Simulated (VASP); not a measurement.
# SiMo3 (Pm-3n) in VASP: notebook

The runs below take SiMo3 through single point, relaxation of cell and atoms, with PBE.

All numbers are computed with VASP 6.6.1; they aren't measurements. Logs are shortened: lines on timing, memory, paths and dates and some standing lists are left out, and cuts for length are marked.

### 1 The cell of the first run

The structure is cubic, space group Pm-3n (No. 223). Conventional cell: a = 4.901 Å, b = 4.901 Å, c = 4.901 Å, α = 90.00°, β = 90.00°, γ = 90.00°. Si (site symmetry m-3) has 12 Mo at 2.74 Å within 3.6 Å. Within 3.2 Å of Mo (site symmetry -4m2) lie 10 Mo at 2.45 to 3.00 Å and 4 Si at 2.74 Å.

### 2 Single point, PBE

INCAR reads:

```
SYSTEM = SiMo3
  PREC = Accurate
  ENCUT = 500
  EDIFF = 1E-6
  ISMEAR = 0
  SIGMA = 0.2
  LREAL = .FALSE.
  LASPH = .TRUE.
  NELM = 120
  ALGO = Normal
  ISIF = 2
  LWAVE = .FALSE.
  LCHARG = .FALSE.
  GGA = PE
  NBANDS = 56
  GGA_COMPAT = .FALSE.
```

KPOINTS reads:

```
regular mesh
0
G
  3 3 3
  0 0 0
```

POSCAR reads:

```
SiMo3
1.0
    4.9010307728      0.0000000000      0.0000000000
    0.0000000000      4.9010307728      0.0000000000
    0.0000000000      0.0000000000      4.9010307728
Si Mo
2 6
Direct
    0.5000000000      0.5000000000      0.5000000000
    0.0000000000      0.0000000000      0.0000000000
    0.0000000000      0.5000000000      0.7500000000
    0.0000000000      0.5000000000      0.2500000000
    0.5000000000      0.2500000000      0.0000000000
    0.5000000000      0.7500000000      0.0000000000
    0.2500000000      0.0000000000      0.5000000000
    0.7500000000      0.0000000000      0.5000000000
```

Potentials or basis: VASP PAW PBE potentials, release 64 (Si, Mo_sv).

Run with:

```sh
$ cat potpaw_PBE.64/Si/POTCAR potpaw_PBE.64/Mo_sv/POTCAR > POTCAR
$ mpirun -np 1 vasp_std > vasp.out
```

OUTCAR:

```text
SYSTEM = SiMo3
   PREC = Accurate
   ENCUT = 500
   EDIFF = 1E-6
   ISMEAR = 0
   LREAL = .FALSE.
   LASPH = .TRUE.
   NELM = 120
   ISIF = 2
   GGA = PE

 ion  position               nearest neighbor table
   1  0.500  0.500  0.500-   3 2.74   4 2.74   5 2.74   6 2.74   7 2.74   8 2.74   5 2.74   6 2.74
                             7 2.74   8 2.74   3 2.74   4 2.74
   2  0.000  0.000  0.000-   3 2.74   4 2.74   5 2.74   6 2.74   7 2.74   8 2.74   7 2.74   8 2.74
                             3 2.74   4 2.74   5 2.74   6 2.74
   3  0.000  0.500  0.750-   4 2.45   4 2.45   1 2.74   2 2.74   2 2.74   1 2.74   8 3.00   5 3.00
                             6 3.00   7 3.00   8 3.00   7 3.00   5 3.00   6 3.00
   4  0.000  0.500  0.250-   3 2.45   3 2.45   1 2.74   2 2.74   2 2.74   1 2.74   8 3.00   5 3.00
                             6 3.00   7 3.00   8 3.00   7 3.00   5 3.00   6 3.00
   5  0.500  0.250  0.000-   6 2.45   6 2.45   1 2.74   1 2.74   2 2.74   2 2.74   8 3.00   4 3.00
                             7 3.00   8 3.00   3 3.00   7 3.00   3 3.00   4 3.00
   6  0.500  0.750  0.000-   5 2.45   5 2.45   1 2.74   1 2.74   2 2.74   2 2.74   8 3.00   4 3.00
                             7 3.00   8 3.00   3 3.00   7 3.00   3 3.00   4 3.00
   7  0.250  0.000  0.500-   8 2.45   8 2.45   1 2.74   2 2.74   1 2.74   2 2.74   3 3.00   4 3.00
                             5 3.00   6 3.00   5 3.00   3 3.00   4 3.00   6 3.00
   8  0.750  0.000  0.500-   7 2.45   7 2.45   1 2.74   2 2.74   1 2.74   2 2.74   3 3.00   4 3.00
                             5 3.00   6 3.00   5 3.00   3 3.00   4 3.00   6 3.00

  LATTYP: Found a simple cubic cell.
 ALAT       =     4.9010307728

  Lattice vectors:

 A1 = (   4.9010307728,   0.0000000000,   0.0000000000)
 A2 = (   0.0000000000,   4.9010307728,   0.0000000000)
 A3 = (   0.0000000000,   0.0000000000,   4.9010307728)

Analysis of symmetry for initial positions (statically):
=====================================================================
 Subroutine PRICEL returns:
 Original cell was already a primitive cell.

 Routine SETGRP: Setting up the symmetry group for a
 simple cubic supercell.

 Subroutine GETGRP returns: Found 48 space group operations
 (whereof 24 operations were pure point group operations)
 out of a pool of 48 trial point group operations.

The static configuration has the point symmetry T_h .
 The point group associated with its full space group is O_h .

Analysis of symmetry for dynamics (positions and initial velocities):
=====================================================================
 Subroutine PRICEL returns:
 Original cell was already a primitive cell.

 Routine SETGRP: Setting up the symmetry group for a
 simple cubic supercell.

 Subroutine GETGRP returns: Found 48 space group operations
[... 105 lines left out ...]
   PSTRESS=    0.0 pullay stress
   NELECT =      92.0000    total number of electrons
   NUPDOWN=      -1.0000    fix difference up-down
   EMIN   =  10.00;   EMAX   =-10.00  energy-range for DOS
   EFERMI =   0.00;   METHOD = LEGACY
   ISMEAR =     0;   SIGMA  =   0.20  broadening in eV -4-tet -1-fermi 0-gaus
   EFERMI_NEDOS =   21; number of points for ismear=-14 and -15
   IALGO  =     38    algorithm
   IMIX   =      4    mixing-type and parameters
     AMIX     =   0.40;   BMIX     =  1.00
     AMIX_MAG =   1.60;   BMIX_MAG =  1.00
  volume/ion in A,a.u.               =      14.72        99.30
  Fermi-wavevector in a.u.,A,eV,Ry     =   1.507938  2.849589 30.937955  2.273876
  Thomas-Fermi vector in A             =   2.618458
   LORBIT       =      0    0 simple, 1 ext, 2 COOP (PROOUT), +10 PAW based schemes
   GGA     = PE    functional components
   LHFCALC =     F    Hartree Fock is set to
   AEXX    =    0.0000 exact exchange contribution
   IVDW    =     0    specifies the selected vdW correction
   LEPSILON=     F    determine dielectric tensor
   LRPA    =     F    only Hartree local field effects (RPA)
 non-spin polarized calculation
 Gauss-broadening in eV      SIGMA  =   0.20
  energy-cutoff  :      500.00
  volume of cell :      117.72
 maximum number of plane-waves:      3007
 NGX is ok and might be reduce to    36
   NGX = 17   NGY = 17   NGZ = 17

 number of electron      91.9999975 magnetization

 Free energy of the ion-electron system (eV)
  ---------------------------------------------------
  ext. energy  EPLUGINS =         0.00000000
  ---------------------------------------------------
  free energy    TOTEN  =       -79.17207959 eV

  energy without entropy =      -79.05718607  energy(sigma->0) =      -79.11463283

 E-fermi :  12.7362     XC(G=0): -13.0716

 val. band max:       12.5226860756   @ k =   0.3333   0.3333   0.0000
 cond. band min:      12.7493280397   @ k =   0.3333   0.3333   0.3333
 fundamental gap:      0.2266419641
 Fermi energy:        12.7361669411

 k-point     1 :       0.0000    0.0000    0.0000
  band No.  band energies     occupation
      1     -48.6167      2.00000
      2     -48.5048      2.00000
      3     -48.5048      2.00000
      4     -48.1817      2.00000
      5     -48.1817      2.00000
      6     -48.1817      2.00000
[... 225 lines left out ...]
     55      14.5380      0.00000
     56      15.0536      0.00000

------------------------ aborting loop because EDIFF is reached ----------------------------------------

  FORCE on cell =-STRESS in cart. coord.  units (eV):
  Direction    XX          YY          ZZ          XY          YZ          ZX
  --------------------------------------------------------------------------------------
  -------------------------------------------------------------------------------------
  Total        0.3225357      0.3225357      0.3225357     -0.0000000     -0.0000000      0.0000000
  in kB        4.3896120      4.3896120      4.3896120     -0.0000000     -0.0000000      0.0000000
  external PRESSURE =       4.3896120 kB  Pullay stress =       0.0000000 kB

 VOLUME and BASIS-vectors are now :
 -----------------------------------------------------------------------------
  energy-cutoff  :      500.00
  volume of cell :      117.72
      direct lattice vectors                 reciprocal lattice vectors
     4.901030773  0.000000000  0.000000000     0.204038711  0.000000000  0.000000000
     0.000000000  4.901030773  0.000000000     0.000000000  0.204038711  0.000000000
     0.000000000  0.000000000  4.901030773     0.000000000  0.000000000  0.204038711

 POSITION                                       TOTAL-FORCE (eV/Angst)
 -----------------------------------------------------------------------------------
      2.45052      2.45052      2.45052         0.000000     -0.000000      0.000000
      0.00000      0.00000      0.00000         0.000000     -0.000000      0.000000
      0.00000      2.45052      3.67577         0.000000      0.000000      0.000000
      0.00000      2.45052      1.22526        -0.000000      0.000000      0.000000
      2.45052      1.22526      0.00000         0.000000     -0.000000      0.000000
      2.45052      3.67577      0.00000        -0.000000     -0.000000     -0.000000
      1.22526      0.00000      2.45052         0.000000     -0.000000     -0.000000
      3.67577      0.00000      2.45052        -0.000000     -0.000000      0.000000
 -----------------------------------------------------------------------------------
    total drift:                                0.000000      0.000000     -0.000000

  FREE ENERGIE OF THE ION-ELECTRON SYSTEM (eV)
  ---------------------------------------------------
  free  energy   TOTEN  =       -79.1720795938 eV

  energy  without entropy=      -79.0571860662  energy(sigma->0) =      -79.11463283
```

OSZICAR:

```text
N       E                     dE             d eps       ncg     rms          rms(c)
DAV:   1     0.110376852039E+04    0.11038E+04   -0.55075E+04   448   0.165E+03
DAV:   2    -0.330514714383E+02   -0.11368E+04   -0.11059E+04   480   0.520E+02
DAV:   3    -0.822497361474E+02   -0.49198E+02   -0.47720E+02   592   0.962E+01
DAV:   4    -0.832277553390E+02   -0.97802E+00   -0.96927E+00   552   0.112E+01
DAV:   5    -0.832485167413E+02   -0.20761E-01   -0.20729E-01   544   0.162E+00    0.421E+01
DAV:   6    -0.794747332697E+02    0.37738E+01   -0.14190E+01   496   0.171E+01    0.115E+01
DAV:   7    -0.792196713939E+02    0.25506E+00   -0.81709E-01   568   0.392E+00    0.342E+00
DAV:   8    -0.791727364949E+02    0.46935E-01   -0.12281E-01   504   0.119E+00    0.583E-01
DAV:   9    -0.791720117111E+02    0.72478E-03   -0.64467E-03   544   0.280E-01    0.302E-01
DAV:  10    -0.791720729994E+02   -0.61288E-04   -0.71256E-04   528   0.167E-01    0.126E-01
DAV:  11    -0.791720849962E+02   -0.11997E-04   -0.41282E-05   544   0.318E-02    0.209E-02
DAV:  12    -0.791720798927E+02    0.51036E-05   -0.15410E-05   512   0.211E-02    0.470E-03
DAV:  13    -0.791720795938E+02    0.29883E-06   -0.50131E-07   328   0.283E-03
   1 F= -.79172080E+02 E0= -.79114633E+02  d E =-.114894E+00
```

Wall time 24 s (1 thread of Intel Xeon Platinum 8488C (Sapphire Rapids), shared host); peak memory 0.2 GiB.

Results:

- Free energy: -79.1721 eV
- Pressure: 0.4 GPa
- Band gap on the k mesh: zero (band 46 reaches 13.90 eV, above the bottom of band 47 at 12.75 eV)

Caveat: the k points lie up to 0.43 Å⁻¹ apart.

### 3 Relaxation of cell and atoms, PBE

This run uses another cell than the first one, of 14.85 Å³/atom, 1.009 times its volume.

INCAR reads:

```
SYSTEM = SiMo3
  ALGO = Normal
  EDIFF = 1E-7
  EDIFFG = -0.08
  ENCUT = 500
  GGA = PE
  GGA_COMPAT = .False.
  IBRION = 2
  ISIF = 3
  ISMEAR = 0
  LASPH = .True.
  LCHARG = .False.
  LREAL = .False.
  LWAVE = .False.
  NELM = 120
  NELMIN = 4
  NSW = 36
  PREC = Accurate
  SIGMA = 0.2
```

KPOINTS reads:

```
k-points
0
Gamma
  3 3 3
  0 0 0
```

Changes to POSCAR since step 2:

```diff
@@ -2,5 +2,5 @@
 1.0
-    4.9010307728      0.0000000000      0.0000000000
-    0.0000000000      4.9010307728      0.0000000000
-    0.0000000000      0.0000000000      4.9010307728
+    4.9159276200      0.0000000000      0.0000000000
+    0.0000000000      4.9159276200      0.0000000000
+    0.0000000000      0.0000000000      4.9159276200
 Si Mo
```

Potentials or basis: VASP PAW PBE potentials, release 64 (Si, Mo_sv).

Run with:

```sh
$ cat potpaw_PBE.64/Si/POTCAR potpaw_PBE.64/Mo_sv/POTCAR > POTCAR
$ mpirun -np 1 vasp_std > vasp.out
```

Run time: 65 s. Hardware: 1 thread of Intel Xeon Platinum 8488C (Sapphire Rapids), shared host; peak memory 0.21 GiB.

It converged, with:

```
Free energy                            : -79.1726 eV
Relaxed volume                         : 14.74 Å³/atom
Relaxed cell                           : a = 4.904 Å, b = 4.904 Å, c = 4.904 Å, α = 90.00°, β = 90.00°, γ = 90.00°
Space group after relaxing (to 0.05 Å) : Pm-3n (No. 223)
Energy gained by relaxing              : 0.6 meV/atom
Ionic steps                            : 3
Pressure after relaxing                : 0.0 GPa
Band gap on the k mesh                 : zero (band 46 reaches 13.87 eV, above the bottom of band 47 at 12.72 eV)
```

Step by step:
| step | energy change (eV) | largest force (eV/Å) | pressure (GPa) | volume (Å³) |
| --- | --- | --- | --- | --- |
| 1 | 0.0000 | 0.0000 | -1.79 | 118.80 |
| 2 | 0.0211 | 0.0000 | 4.30 | 115.97 |
| 3 | -0.0049 | 0.0000 | -0.01 | 117.93 |

Final structure:
```yaml
crystal:
  lattice:
    - [4.90396, 0.00000, 0.00000]
    - [0.00000, 4.90396, 0.00000]
    - [0.00000, 0.00000, 4.90396]
  atoms:
    - { symbol: Si, position: [0.50000, 0.50000, 0.50000] }
    - { symbol: Si, position: [0.00000, 0.00000, 0.00000] }
    - { symbol: Mo, position: [0.00000, 0.50000, 0.75000] }
    - { symbol: Mo, position: [0.00000, 0.50000, 0.25000] }
    - { symbol: Mo, position: [0.50000, 0.25000, 0.00000] }
    - { symbol: Mo, position: [0.50000, 0.75000, 0.00000] }
    - { symbol: Mo, position: [0.25000, 0.00000, 0.50000] }
    - { symbol: Mo, position: [0.75000, 0.00000, 0.50000] }
```

Levels at points of the mesh, in eV from the Fermi level:
```
           k point  band 42  band 43  band 44  band 45  band 46  band 47  band 48  band 49
(0.00, 0.00, 0.00)    -2.22    -1.63    -1.63     1.16     1.16     1.16     1.91     2.26
```

Caveat: the k points lie up to 0.43 Å⁻¹ apart in the final cell.

(Part 1 of 2 ends here.)
